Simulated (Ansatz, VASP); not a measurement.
**WS2 in VASP and in Ansatz**

```xyz
6
Lattice="3.2250 0.0000 0.0000 -1.6125 2.7929 0.0000 0.0000 0.0000 23.0522" Properties=species:S:1:pos:R:3 pbc="T T T"
W     0.0000    1.8620   14.7060
W     1.6125    0.9310    8.3462
S     0.0000    1.8620    6.8290
S     1.6125    0.9310   13.1882
S     0.0000    1.8620    9.8639
S     1.6125    0.9310   16.2231
```

Alike in both runs: task single point; functional r2SCAN; k mesh 12 × 12 × 2; occupations gaussian, width 0.05 eV; no spin polarisation.

|  | VASP | Ansatz |
| --- | --- | --- |
| version | VASP 6.6.1 | Ansatz 0.2.0 |
| potentials or method | VASP PAW PBE potentials, release 64 (W_sv, S), cutoff 520 eV | scalar-relativistic, plane waves, PAW |
| valence electrons in the cell | 52 | 52 |

|  | VASP | Ansatz | Ansatz less VASP |
| --- | --- | --- | --- |
| gap on the k mesh at the Fermi level (eV) | 1.02 | 1.00 | -0.019 |
| least direct gap on the mesh (eV) | 1.66 | 1.65 | -0.004 |
| rms of the force components (eV/Å) | 0.282 | 0.273 | -0.0092 |

VASP's potentials were made for PBE, not for r2SCAN. Atom by atom the forces differ by 0.009 eV/Å (rms over components). Ansatz's warnings: xc potential rough in thin density.

Spin-orbit coupling is off throughout.
